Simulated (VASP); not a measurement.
Here is a VASP 6.6.1 calculation.

Contents of INCAR:

```
SYSTEM = CaO
ALGO = Normal
EDIFF = 1E-6
EDIFFG = -0.002
ENCUT = 600
GGA = PS
IBRION = 2
ISIF = 3
ISMEAR = -1
LASPH = .TRUE.
LCHARG = .FALSE.
LREAL = .FALSE.
LWAVE = .FALSE.
NELM = 80
NSW = 100
PREC = Accurate
SIGMA = 0.05
```

KPOINTS

```
k-points
0
G
  12 12 12
  0 0 0
```

File POSCAR:

```
CaO
1.0
    2.4065000000      2.4065000000      0.0000000000
   -2.4065000000      2.4065000000      0.0000000000
    0.0000000000      2.4065000000      2.4065000000
Ca O
1 1
Direct
    0.0000000000      0.0000000000      0.0000000000
    0.5000000000      0.5000000000      0.0000000000
```

Potentials or basis: VASP PAW PBE potentials, release 64 (Ca_sv, O).

Run with:

```bash
$ cat potpaw_PBE.64/Ca_sv/POTCAR potpaw_PBE.64/O/POTCAR > POTCAR
$ mpirun -np 1 vasp_std > vasp.out
```

(1) Estimate the space group after relaxing (to 0.05 Å).

(2) Estimate the relaxed cell.

(3) Predict the band gap on the k mesh.

(4) Estimate the relaxed volume.

Results:

(1) Fm-3m (No. 225).

(2) a = 3.376 Å, b = 3.376 Å, c = 3.376 Å, α = 60.00°, β = 60.00°, γ = 90.00°.

(3) 3.53 eV, indirect (least direct gap 3.90 eV).

(4) 13.61 Å³/atom.

Caveat: the PAW data sets were made with another functional, which shifts forces and pressure a little.
